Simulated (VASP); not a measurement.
Wanted: the native input for a VASP 6.6.1 run.

* Task: single point
* Functional: PBE
* Potentials or basis: VASP PAW PBE potentials, release 64 (Cu, O)
* Cutoff: 520 eV
* k mesh: 12 × 12 × 12
* Occupations: fermi-dirac, width 0.08 eV
* Spin: non-collinear spin, zero start, spin-orbit coupling
* Starting moments: [[0.0, 0.0, 0.0], [0.0, 0.0, 0.0]] μB
* Dipole correction: no
* Further INCAR settings: ALGO = Normal; EDIFF = 1e-06; NBANDS = 29

The structure of CuO (CsCl type) lies in POSCAR:

```
CuO
1.0
    2.6368332336      0.0000000000      0.0000000000
    0.0000000000      2.6368332336      0.0000000000
    0.0000000000      0.0000000000      2.6368332336
Cu O
1 1
Direct
    0.0000000000      0.0000000000      0.0000000000
    0.5000000000      0.5000000000      0.5000000000
```

The input as run:

INCAR

```
SYSTEM = CuO
PREC     = Accurate       ! precision mode
ENCUT    = 520            ! plane-wave cutoff, eV
EDIFF    = 1E-6           ! SCF threshold, eV
ISMEAR   = -1             ! smearing method
SIGMA    = 0.08           ! smearing width, eV
LREAL    = .FALSE.        ! projectors in reciprocal space
LASPH    = .TRUE.         ! aspherical terms in the spheres
NELM     = 150            ! most SCF steps
ALGO     = Normal         ! electronic algorithm
ISIF     = 2              ! what is computed and relaxed
LWAVE    = .FALSE.        ! write WAVECAR
LCHARG   = .FALSE.        ! write CHGCAR
LNONCOLLINEAR= .TRUE.         ! non-collinear magnetism
MAGMOM   = 0 0 0 0 0 0    ! initial moments
LORBIT   = 11             ! projections on sites
LSORBIT  = .TRUE.         ! spin-orbit coupling
GGA_COMPAT= .FALSE.      
LORBMOM  = .TRUE.       
LMAXMIX  = 4              ! l up to which the mixer works
GGA      = PE             ! functional
NBANDS   = 29             ! bands
```

KPOINTS

```
Automatic mesh
0
G
  12 12 12
  0 0 0
```

Potentials or basis: VASP PAW PBE potentials, release 64 (Cu, O).

The run is started by

```console
$ cat potpaw_PBE.64/Cu/POTCAR potpaw_PBE.64/O/POTCAR > POTCAR
$ mpirun -np 1 vasp_ncl > vasp.out
```

It gave:

| Item | Value |
| --- | --- |
| Pressure | 0.2 GPa |
| Net moment | 0.00 μB per cell |
| Valence electrons inside the program's atomic spheres | Cu 9.74; O 4.87 |

Wall time 110 s on 1 thread of AMD EPYC 7R43 64-Core Processor (Zen 3), with other jobs on the host, peak memory 0.17 GiB.
